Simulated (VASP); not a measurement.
Write the native input for VASP 6.6.1 that does the following.

```yaml
Task: single point
Functional: PBEsol
Dispersion: D4
Potentials_or_basis: VASP PAW PBE potentials, release 64 (Fe, O)
Cutoff: 600 eV
k_mesh: 7 × 7 × 7
Occupations: fermi-dirac, width 0.05 eV
Spin: collinear spin, ferromagnetic start
Starting_moments: "[3.0, 3.0, 3.0, 3.0, 0.0, 0.0, 0.0, 0.0, 0.0, 0.0] μB"
Dipole_correction: no
Further_INCAR_settings: ALGO = Normal; EDIFF = 1e-06; NBANDS = 49
```

The structure of Fe2O3 lies in POSCAR:

```
Fe2O3
1.0
    2.3414022389      1.3518092129      4.3844986152
   -2.3414022389      1.3518092129      4.3844986152
    0.0000000000     -2.7036184259      4.3844986152
Fe O
4 6
Direct
    0.3454034679      0.3454034679      0.3454034679
    0.1545965321      0.1545965321      0.1545965321
    0.6545965321      0.6545965321      0.6545965321
    0.8454034679      0.8454034679      0.8454034679
    0.5641742386      0.2500000000      0.9358257614
    0.2500000000      0.9358257614      0.5641742386
    0.9358257614      0.5641742386      0.2500000000
    0.4358257614      0.7500000000      0.0641742386
    0.7500000000      0.0641742386      0.4358257614
    0.0641742386      0.4358257614      0.7500000000
```

These files were run (other wordings do the same):

INCAR

```
ALGO = Normal ; EDIFF = 1E-6
ENCUT = 600 ; GGA = PS
GGA_COMPAT = False ; ISIF = 2
ISMEAR = -1 ; ISPIN = 2
IVDW = 13 ; LASPH = True
LCHARG = False ; LMAXMIX = 4
LORBIT = 11 ; LREAL = False
LWAVE = False ; MAGMOM = 3 3 3 3 0 0 0 0 0 0
NBANDS = 49 ; NELM = 200
PREC = Accurate ; SIGMA = 0.05
```

KPOINTS

```
k-points
0
Gamma
  7 7 7
```

Potentials or basis: VASP PAW PBE potentials, release 64 (Fe, O).

Command:

```sh
$ cat potpaw_PBE.64/Fe/POTCAR potpaw_PBE.64/O/POTCAR > POTCAR
$ mpirun -np 1 vasp_std > vasp.out
```

It gave:

| Item | Value |
| --- | --- |
| Pressure | 2.1 GPa |
| Largest force | 0.045 eV/Å |
| Band gap on the k mesh | zero (filled and empty bands overlap) |
| Net moment | 4.00 μB per cell |
| Site moments | Fe +0.94; O +0.03 μB |
| Valence electrons inside the program's atomic spheres | Fe 7.56; O 5.01 |
| Dispersion energy per atom | -0.142 eV |

Caveat: the PAW data sets were made with another functional, which shifts forces and pressure a little; semilocal functionals often make such compounds metallic where correlation or magnetic order opens a gap, which also shifts bond lengths; the run started ferromagnetic, and an antiferromagnetic order may lie lower in energy.

Wall time 17 min on 1 thread of Oxide Virtual Turin-like Processor, on a shared host, peak memory 0.48 GiB.
